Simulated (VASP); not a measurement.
# SiO2 (P4_2/mnm) in VASP: a series of runs

SiO2 is run at these levels: r2SCAN; tasks: single point.

Everything below comes from runs of VASP 6.6.1. Logs are shortened: lines on timing, memory, paths and dates and some standing lists are left out, and cuts for length are marked.

### 1 The cell of the first run

It takes space group P4_2/mnm (No. 136, tetragonal). The conventional cell has a = 4.269 Å, b = 4.269 Å, c = 2.722 Å, α = 90.00°, β = 90.00°, γ = 90.00°. Within 2.4 Å of Si (site symmetry mmm) lie 6 O at 1.79 to 1.86 Å. O (site symmetry m2m) has 3 Si at 1.79 to 1.86 Å and 1 O at 2.31 Å within 2.4 Å.

### 2 Single point, r2SCAN (strain +2.0%)

The input, POSCAR:

```
SiO2
1.0
    4.2688925746      0.0000000000      0.0000000000
    0.0000000000      4.2688925746      0.0000000000
    0.0000000000      0.0000000000      2.7222166888
Si O
2 4
Direct
    0.0000000000      0.0000000000      0.0000000000
    0.5000000000      0.5000000000      0.5000000000
    0.3084021612      0.3084021612      0.0000000000
    0.1915978388      0.8084021612      0.5000000000
    0.8084021612      0.1915978388      0.5000000000
    0.6915978388      0.6915978388      0.0000000000
```

The input, INCAR.step1:

```
ALGO     = Normal         # electronic algorithm
EDIFF    = 1E-4           # SCF threshold, eV
ENCUT    = 520            # plane-wave cutoff, eV
GGA      = PE             # functional
ISMEAR   = 0              # smearing method
LASPH    = True           # aspherical terms in the spheres
LCHARG   = False          # write CHGCAR
LREAL    = False          # projectors in reciprocal space
LWAVE    = True           # write WAVECAR
NBANDS   = 25             # bands
NELM     = 60             # most SCF steps
PREC     = Accurate       # precision mode
SIGMA    = 0.01           # smearing width, eV
```

The input, INCAR.step2:

```
ALGO     = Normal         # electronic algorithm
EDIFF    = 1E-7           # SCF threshold, eV
ENCUT    = 520            # plane-wave cutoff, eV
ISIF     = 2              # what is computed and relaxed
ISMEAR   = 0              # smearing method
ISTART   = 1            
LASPH    = True           # aspherical terms in the spheres
LCHARG   = False          # write CHGCAR
LMIXTAU  = True         
LREAL    = False          # projectors in reciprocal space
LWAVE    = False          # write WAVECAR
METAGGA  = R2SCAN         # meta-GGA
NBANDS   = 25             # bands
NELM     = 60             # most SCF steps
PREC     = Accurate       # precision mode
SIGMA    = 0.01           # smearing width, eV
```

The input, KPOINTS:

```
k-points
0
Gamma
  6 6 10
```

Potentials or basis: VASP PAW PBE potentials, release 64 (Si, O).

Command:

```console
> cat potpaw_PBE.64/Si/POTCAR potpaw_PBE.64/O/POTCAR > POTCAR
> cp INCAR.step1 INCAR
> mpirun -np 1 vasp_std > vasp.out
> cp INCAR.step2 INCAR
> mpirun -np 1 vasp_std > vasp.out
```

OUTCAR:

```text
EDIFF = 1E-7
   ENCUT = 520
   ISIF = 2
   ISMEAR = 0
   ISTART = 1
   LASPH = True
   LREAL = False
   METAGGA = R2SCAN
   NELM = 60
   PREC = Accurate

 ion  position               nearest neighbor table
   1  0.000  0.000  0.000-   4 1.79   5 1.79   4 1.79   5 1.79   3 1.86   6 1.86
   2  0.500  0.500  0.500-   3 1.79   6 1.79   3 1.79   6 1.79   5 1.86   4 1.86
   3  0.308  0.308  0.000-   2 1.79   2 1.79   1 1.86
   4  0.192  0.808  0.500-   1 1.79   1 1.79   2 1.86
   5  0.808  0.192  0.500-   1 1.79   1 1.79   2 1.86
   6  0.692  0.692  0.000-   2 1.79   2 1.79   1 1.86

  LATTYP: Found a simple tetragonal cell.
 ALAT       =     4.2688925746
 C/A-ratio  =     0.6376868570

  Lattice vectors:

 A1 = (   4.2688925746,   0.0000000000,   0.0000000000)
 A2 = (   0.0000000000,   4.2688925746,   0.0000000000)
 A3 = (   0.0000000000,   0.0000000000,   2.7222166888)

Analysis of symmetry for initial positions (statically):
=====================================================================
 Subroutine PRICEL returns:
 Original cell was already a primitive cell.

 Routine SETGRP: Setting up the symmetry group for a
 simple tetragonal supercell.

 Subroutine GETGRP returns: Found 16 space group operations
 (whereof  8 operations were pure point group operations)
 out of a pool of 16 trial point group operations.

The static configuration has the point symmetry D_2h.
 The point group associated with its full space group is D_4h.

Analysis of symmetry for dynamics (positions and initial velocities):
=====================================================================
 Subroutine PRICEL returns:
 Original cell was already a primitive cell.

 Routine SETGRP: Setting up the symmetry group for a
 simple tetragonal supercell.

 Subroutine GETGRP returns: Found 16 space group operations
 (whereof  8 operations were pure point group operations)
 out of a pool of 16 trial point group operations.

The dynamic configuration has the point symmetry D_2h.
 The point group associated with its full space group is D_4h.

 Subroutine INISYM returns: Found 16 space group operations
 (whereof  8 operations are pure point group operations),
 and found     1 'primitive' translations

----------------------------------------------------------------------------------------

                                     Primitive cell

  volume of cell :      49.6082

[... 93 lines left out ...]
   LASPH  =      T    aspherical Exc in radial PAW
   ENCUT  =  520.0 eV  38.22 Ry    6.18 a.u.   7.94  7.94  5.06*2*pi/ulx,y,z
   NELM   =     60;   NELMIN=  2; NELMDL=  0     # of ELM steps
   EDIFF  = 0.1E-06   stopping-criterion for ELM
   LREAL  =      F    real-space projection
   EDIFFG = 0.1E-05   stopping-criterion for IOM
   NSW    =      0    number of steps for IOM
   IBRION =     -1    ionic relax: 0-MD 1-quasi-New 2-CG
   NFREE  =      0    steps in history (QN), initial steepest desc. (CG)
   ISIF   =      2    stress and relaxation
   ISYM   =      2    0-nonsym 1-usesym 2-fastsym
   POTIM  = 0.5000    time-step for ionic-motion
   TEBEG  =    0.0;   TEEND  =   0.0 temperature during run
   PSTRESS=    0.0 pullay stress
   NELECT =      32.0000    total number of electrons
   NUPDOWN=      -1.0000    fix difference up-down
   EMIN   =  10.00;   EMAX   =-10.00  energy-range for DOS
   EFERMI =   0.00;   METHOD = LEGACY
   ISMEAR =     0;   SIGMA  =   0.01  broadening in eV -4-tet -1-fermi 0-gaus
   EFERMI_NEDOS =   21; number of points for ismear=-14 and -15
   IALGO  =     38    algorithm
   IMIX   =      4    mixing-type and parameters
     AMIX     =   0.40;   BMIX     =  1.00
     AMIX_MAG =   1.60;   BMIX_MAG =  1.00
  volume/ion in A,a.u.               =       8.27        55.80
  Fermi-wavevector in a.u.,A,eV,Ry     =   1.414514  2.673043 27.223197  2.000849
  Thomas-Fermi vector in A             =   2.536048
   LORBIT       =      0    0 simple, 1 ext, 2 COOP (PROOUT), +10 PAW based schemes
   METAGGA = R2SCAN    functional components
   LHFCALC =     F    Hartree Fock is set to
   AEXX    =    0.0000 exact exchange contribution
   IVDW    =     0    specifies the selected vdW correction
   LEPSILON=     F    determine dielectric tensor
   LRPA    =     F    only Hartree local field effects (RPA)
 non-spin polarized calculation
 Gauss-broadening in eV      SIGMA  =   0.01
  energy-cutoff  :      520.00
  volume of cell :       49.61
 maximum number of plane-waves:      1356
 NGX is ok and might be reduce to    32
   NGX = 15   NGY = 15   NGZ = 11

 number of electron      31.9999996 magnetization

 Free energy of the ion-electron system (eV)
  ---------------------------------------------------
  ext. energy  EPLUGINS =         0.00000000
  ---------------------------------------------------
  free energy    TOTEN  =       -58.64157897 eV

  energy without entropy =      -58.64157897  energy(sigma->0) =      -58.64157897

 E-fermi :   7.0005     XC(G=0): -12.5437

 val. band max:        6.9589002942   @ k =   0.0000   0.0000   0.0000
 cond. band min:      12.4819997986   @ k =   0.0000   0.0000   0.0000
 fundamental gap:      5.5230995044
 Fermi energy:         7.0004595673

 k-point     1 :       0.0000    0.0000    0.0000
  band No.  band energies     occupation
      1     -15.9568      2.00000
      2     -12.6251      2.00000
      3     -12.6251      2.00000
      4     -12.5184      2.00000
      5      -3.5471      2.00000
      6       0.8652      2.00000
[... 661 lines left out ...]
     24      20.3115      0.00000
     25      21.7792      0.00000

 [... further k-points ...]
[... 5 lines left out ...]
  --------------------------------------------------------------------------------------
  -------------------------------------------------------------------------------------
  Total       -4.4418919     -4.4418919     -6.1706644      0.0000000      0.0000000      0.0000000
  in kB     -143.4582155   -143.4582155   -199.2917703      0.0000000      0.0000000      0.0000000
  external PRESSURE =    -162.0694004 kB  Pullay stress =       0.0000000 kB

 VOLUME and BASIS-vectors are now :
 -----------------------------------------------------------------------------
  energy-cutoff  :      520.00
  volume of cell :       49.61
      direct lattice vectors                 reciprocal lattice vectors
     4.268892575  0.000000000  0.000000000     0.234252791  0.000000000  0.000000000
     0.000000000  4.268892575  0.000000000     0.000000000  0.234252791  0.000000000
     0.000000000  0.000000000  2.722216689     0.000000000  0.000000000  0.367347685

 POSITION                                       TOTAL-FORCE (eV/Angst)
 -----------------------------------------------------------------------------------
      0.00000      0.00000      0.00000         0.000000     -0.000000      0.000000
      2.13445      2.13445      1.36111         0.000000     -0.000000      0.000000
      1.31654      1.31654      0.00000        -0.019519     -0.019519     -0.000000
      0.81791      3.45098      1.36111         0.019519     -0.019519     -0.000000
      3.45098      0.81791      1.36111        -0.019519      0.019519      0.000000
      2.95236      2.95236      0.00000         0.019519      0.019519      0.000000
 -----------------------------------------------------------------------------------
    total drift:                                0.000000     -0.000000     -0.000000

  FREE ENERGIE OF THE ION-ELECTRON SYSTEM (eV)
  ---------------------------------------------------
  free  energy   TOTEN  =       -58.6415789704 eV

  energy  without entropy=      -58.6415789704  energy(sigma->0) =      -58.64157897
```

OUTCAR.step1:

```text
EDIFF = 1E-4
   ENCUT = 520
   GGA = PE
   ISMEAR = 0
[... 912 lines left out ...]
      1.31654      1.31654      0.00000        -0.078998     -0.078998      0.000000
      0.81791      3.45098      1.36111         0.078998     -0.078998      0.000000
      3.45098      0.81791      1.36111        -0.078998      0.078998      0.000000
      2.95236      2.95236      0.00000         0.078998      0.078998      0.000000
 -----------------------------------------------------------------------------------
    total drift:                                0.000000     -0.000000     -0.000000

  FREE ENERGIE OF THE ION-ELECTRON SYSTEM (eV)
  ---------------------------------------------------
  free  energy   TOTEN  =       -46.2868073313 eV

  energy  without entropy=      -46.2868073313  energy(sigma->0) =      -46.28680733
```

OSZICAR.step1:

```text
N       E                     dE             d eps       ncg     rms          rms(c)
DAV:   1     0.135765708745E+03    0.13577E+03   -0.17611E+04  3016   0.123E+03
DAV:   2    -0.436769459541E+02   -0.17944E+03   -0.17262E+03  3726   0.277E+02
DAV:   3    -0.507830497373E+02   -0.71061E+01   -0.70729E+01  4035   0.527E+01
DAV:   4    -0.508316348985E+02   -0.48585E-01   -0.48571E-01  3562   0.502E+00
DAV:   5    -0.508320485743E+02   -0.41368E-03   -0.41354E-03  4040   0.437E-01    0.165E+01
DAV:   6    -0.462170219510E+02    0.46150E+01   -0.13231E+01  3715   0.243E+01    0.740E+00
DAV:   7    -0.462675265731E+02   -0.50505E-01   -0.71089E-01  3745   0.479E+00    0.282E+00
DAV:   8    -0.462799091581E+02   -0.12383E-01   -0.25386E-02  3808   0.137E+00    0.107E+00
DAV:   9    -0.462866104659E+02   -0.67013E-02   -0.97654E-03  3821   0.835E-01    0.258E-01
DAV:  10    -0.462868448296E+02   -0.23436E-03   -0.74528E-04  3807   0.188E-01    0.531E-02
DAV:  11    -0.462868073313E+02    0.37498E-04   -0.12312E-04  2552   0.814E-02
   1 F= -.46286807E+02 E0= -.46286807E+02  d E =-.234677E-87
```

It took 80 s on 1 thread of Intel Xeon 6975P-C (Granite Rapids), shared host; peak memory 0.18 GiB.

What came out:

```
Free energy            : -58.6416 eV
Pressure               : -16.2 GPa
Largest force          : 0.028 eV/Å
Band gap on the k mesh : 5.52 eV
```

Forces on the atoms (eV/Å):
```
Si   0.000  0.000  0.000
Si   0.000  0.000  0.000
O   -0.020 -0.020  0.000
O    0.020 -0.020  0.000
O   -0.020  0.020  0.000
O    0.020  0.020  0.000
```

Stress tensor (GPa, compression positive):
```
-14.35   0.00   0.00
  0.00 -14.35   0.00
  0.00   0.00 -19.93
```

Levels at points of the mesh, in eV from the valence-band top:
| k point | band 14 | band 15 | band 16 | band 17 | band 18 | band 19 |
| --- | --- | --- | --- | --- | --- | --- |
| (0.00, 0.00, 0.00) | -0.81 | -0.81 | 0.00 | 5.52 | 7.30 | 9.01 |
| (0.50, 0.00, 0.00) | -2.63 | -1.03 | -1.03 | 7.87 | 7.87 | 9.59 |
| (0.50, 0.50, 0.00) | -2.44 | -2.10 | -2.10 | 7.59 | 7.59 | 10.45 |
| (0.00, 0.00, 0.50) | -2.78 | -2.52 | -2.52 | 9.38 | 9.38 | 12.95 |
| (0.50, 0.00, 0.50) | -2.16 | -1.64 | -1.64 | 9.24 | 9.24 | 10.22 |
| (0.50, 0.50, 0.50) | -1.72 | -1.44 | -1.44 | 7.60 | 7.60 | 11.41 |

Caveat: the cell differs from its parent crystal (strain +2.0%); the cell stands under tension; the PAW data sets were made with another functional, which shifts forces and pressure a little. A k mesh can miss the band edges.

### 3 Single point, r2SCAN (strain +3.0%)

The input, POSCAR:

```
SiO2
1.0
    4.3107444626      0.0000000000      0.0000000000
    0.0000000000      4.3107444626      0.0000000000
    0.0000000000      0.0000000000      2.7489050877
Si O
2 4
Direct
    0.0000000000      0.0000000000      0.0000000000
    0.5000000000      0.5000000000      0.5000000000
    0.3095729617      0.3095729617      0.0000000000
    0.1904270383      0.8095729617      0.5000000000
    0.8095729617      0.1904270383      0.5000000000
    0.6904270383      0.6904270383      0.0000000000
```

The input, INCAR.step1:

```
PREC = Accurate ; ENCUT = 520
ISMEAR = 0 ; SIGMA = 0.01
LREAL = F ; LASPH = T
NELM = 60 ; NBANDS = 25
GGA = PE ; ALGO = Normal
EDIFF = 1E-4 ; LWAVE = T
LCHARG = F
```

The input, INCAR.step2:

```
PREC = Accurate ; ENCUT = 520
EDIFF = 1E-6 ; ISMEAR = 0
SIGMA = 0.01 ; LREAL = F
LASPH = T ; NELM = 60
ALGO = Normal ; ISIF = 2
LWAVE = F ; LCHARG = F
METAGGA = R2SCAN ; LMIXTAU = T
NBANDS = 25 ; ISTART = 1
```

The input, KPOINTS:

```
regular mesh
0
Gamma
  6 6 10
```

Potentials or basis: VASP PAW PBE potentials, release 64 (Si, O).

Command:

```console
> cat potpaw_PBE.64/Si/POTCAR potpaw_PBE.64/O/POTCAR > POTCAR
> cp INCAR.step1 INCAR
> mpirun -np 1 vasp_std > vasp.out
> cp INCAR.step2 INCAR
> mpirun -np 1 vasp_std > vasp.out
```

It took 76 s on 1 thread of Intel Xeon 6975P-C (Granite Rapids), shared host; peak memory 0.19 GiB.

It converged, with:

| Item | Value |
| --- | --- |
| Free energy | -58.4634 eV |
| Pressure | -22.9 GPa |
| Largest force | 0.015 eV/Å |
| Band gap on the k mesh | 5.06 eV |

Forces in eV/Å, atoms in the order of the input:
```
Si   0.000  0.000  0.000
Si   0.000  0.000  0.000
O   -0.011 -0.011  0.000
O    0.011 -0.011  0.000
O   -0.011  0.011  0.000
O    0.011  0.011  0.000
```

Stress tensor (GPa, compression positive):
```
-19.90   0.00   0.00
  0.00 -19.90   0.00
  0.00   0.00 -28.79
```

Levels at points of the mesh, in eV from the valence-band top:
| k point | band 12 | band 13 | band 14 | band 15 | band 16 | band 17 | band 18 | band 19 | band 20 | band 21 |
| --- | --- | --- | --- | --- | --- | --- | --- | --- | --- | --- |
| (0.00, 0.00, 0.00) | -2.95 | -2.57 | -0.78 | -0.78 | 0.00 | 5.06 | 7.11 | 8.78 | 8.78 | 11.96 |
| (0.50, 0.00, 0.00) | -3.43 | -2.58 | -2.58 | -1.00 | -1.00 | 7.47 | 7.47 | 9.36 | 9.36 | 11.41 |
| (0.50, 0.50, 0.00) | -3.05 | -2.32 | -2.32 | -2.00 | -2.00 | 7.20 | 7.20 | 10.16 | 10.16 | 13.12 |
| (0.00, 0.00, 0.50) | -4.16 | -2.63 | -2.63 | -2.43 | -2.43 | 9.02 | 9.02 | 12.49 | 12.49 | 12.95 |
| (0.50, 0.00, 0.50) | -3.50 | -2.09 | -2.09 | -1.56 | -1.56 | 8.95 | 8.95 | 9.89 | 9.89 | 12.91 |
| (0.50, 0.50, 0.50) | -4.06 | -1.70 | -1.70 | -1.37 | -1.37 | 7.33 | 7.33 | 11.11 | 11.11 | 12.62 |

Caveat: the cell differs from its parent crystal (strain +3.0%); the cell stands under tension; the PAW data sets were made with another functional, which shifts forces and pressure a little.

### 4 Single point, r2SCAN (strain +4.0%)

The input, POSCAR:

```
SiO2
1.0
    4.3525963506      0.0000000000      0.0000000000
    0.0000000000      4.3525963506      0.0000000000
    0.0000000000      0.0000000000      2.7755934866
Si O
2 4
Direct
    0.0000000000      0.0000000000      0.0000000000
    0.5000000000      0.5000000000      0.5000000000
    0.3109103466      0.3109103466      0.0000000000
    0.1890896534      0.8109103466      0.5000000000
    0.8109103466      0.1890896534      0.5000000000
    0.6890896534      0.6890896534      0.0000000000
```

The input, INCAR.step1:

```
SYSTEM = SiO2
PREC = Accurate
ENCUT = 520
ISMEAR = 0
SIGMA = 0.01
LREAL = .False.
LASPH = .True.
NELM = 80
NBANDS = 25
GGA = PE
ALGO = Normal
EDIFF = 1E-4
LWAVE = .True.
LCHARG = .False.
```

The input, INCAR.step2:

```
SYSTEM = SiO2
PREC = Accurate
ENCUT = 520
EDIFF = 1E-6
ISMEAR = 0
SIGMA = 0.01
LREAL = .False.
LASPH = .True.
NELM = 80
ALGO = Normal
ISIF = 2
LWAVE = .False.
LCHARG = .False.
METAGGA = R2SCAN
LMIXTAU = .True.
NBANDS = 25
ISTART = 1
```

The input, KPOINTS:

```
Automatic mesh
0
Gamma
  6 6 10
  0 0 0
```

Command:

```console
> cat potpaw_PBE.64/Si/POTCAR potpaw_PBE.64/O/POTCAR > POTCAR
> cp INCAR.step1 INCAR
> mpirun -np 1 vasp_std > vasp.out
> cp INCAR.step2 INCAR
> mpirun -np 1 vasp_std > vasp.out
```

Wall time 94 s (1 thread of Intel Xeon 6975P-C (Granite Rapids), shared host); peak memory 0.19 GiB.

Results (log left out):

```yaml
Free_energy: -58.2243 eV
Pressure: -28.5 GPa
Largest_force: 0.021 eV/Å
Band_gap_on_the_k_mesh: 4.62 eV
```

Forces on the atoms (eV/Å):
```
Si   0.000  0.000  0.000
Si   0.000  0.000  0.000
O   -0.015 -0.015  0.000
O    0.015 -0.015  0.000
O   -0.015  0.015  0.000
O    0.015  0.015  0.000
```

Stress tensor (GPa, compression positive):
```
-24.36   0.00   0.00
  0.00 -24.36   0.00
  0.00   0.00 -36.75
```

Levels at points of the mesh, in eV from the valence-band top:
| k point | band 13 | band 14 | band 15 | band 16 | band 17 | band 18 | band 19 | band 20 |
| --- | --- | --- | --- | --- | --- | --- | --- | --- |
| (0.00, 0.00, 0.00) | -2.60 | -0.74 | -0.74 | 0.00 | 4.62 | 6.91 | 8.56 | 8.56 |
| (0.50, 0.00, 0.00) | -2.55 | -2.55 | -0.98 | -0.98 | 7.08 | 7.08 | 9.14 | 9.14 |
| (0.50, 0.50, 0.00) | -2.20 | -2.20 | -1.90 | -1.90 | 6.82 | 6.82 | 9.87 | 9.87 |
| (0.00, 0.00, 0.50) | -2.49 | -2.49 | -2.35 | -2.35 | 8.68 | 8.68 | 12.04 | 12.04 |
| (0.50, 0.00, 0.50) | -2.01 | -2.01 | -1.49 | -1.49 | 8.67 | 8.67 | 9.57 | 9.57 |
| (0.50, 0.50, 0.50) | -1.67 | -1.67 | -1.30 | -1.30 | 7.09 | 7.09 | 10.80 | 10.80 |

Caveat: the cell differs from its parent crystal (strain +4.0%); the cell stands under tension; the PAW data sets were made with another functional, which shifts forces and pressure a little.

### 5 Overview

```tsv
cell	gap on the mesh (eV)	pressure (GPa)	largest force (eV/Å)
a = 4.269, b = 4.269, c = 2.722 Å, 6 atoms, atomic positions A	5.52	-16.2	0.03
a = 4.311, b = 4.311, c = 2.749 Å, 6 atoms, atomic positions A	5.06	-22.9	0.02
a = 4.353, b = 4.353, c = 2.776 Å, 6 atoms, atomic positions B	4.62	-28.5	0.02
```

Alike in all rows: task single point; level r2SCAN; potentials or basis VASP PAW PBE potentials, release 64 (Si, O); no spin polarisation; k mesh 6 × 6 × 10; cutoff (eV) 520; smearing gaussian 0.01 eV.

Caveats: the cell stands under tension; the PAW data sets were made with another functional, which shifts forces and pressure a little.

Absolute energies hang on the potentials; compare differences alone.
